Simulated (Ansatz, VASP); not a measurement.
# One calculation of SnO, two programs

```
Sn O
1.0
     3.86817    0.00000    0.00000
     0.00000    3.86817    0.00000
     0.00000    0.00000    5.06728
Sn O
2 2
Direct
  0.02285 0.52285 0.22874
  0.47715 0.97715 0.77126
  0.99761 0.00239 0.00000
  0.50239 0.49761 0.00000
```

Change from the starting cell: mode 4 (104.6 1/cm) frozen in, largest displacement +0.125 Å.

Alike in both runs: task single point; functional PBE; k mesh 10 × 10 × 8; occupations gaussian, width 0.05 eV; no spin polarisation.

|  | VASP | Ansatz |
| --- | --- | --- |
| version | VASP 6.6.1 | Ansatz 0.2.0 |
| potentials or method | VASP PAW PBE potentials, release 64 (Sn_d, O), cutoff 520 eV | scalar-relativistic, plane waves, PAW |
| valence electrons in the cell | 40 | 40 |

VASP gave:

| Item | Value |
| --- | --- |
| gap on the k mesh at the Fermi level (eV) | 0.53 |
| least direct gap on the mesh (eV) | 1.88 |
| pressure (GPa) | 0.9 |
| traceless stress, the component that is largest in VASP (GPa) | -1.87 |
| rms of the force components (eV/Å) | 0.271 |

Which values does Ansatz return?

gap on the k mesh at the Fermi level (eV): 0.52; least direct gap on the mesh (eV): 1.91; pressure (GPa): 0.7; traceless stress, the component that is largest in VASP (GPa): -1.80; rms of the force components (eV/Å): 0.254.

Atom by atom the forces differ by 0.034 eV/Å (rms over components).
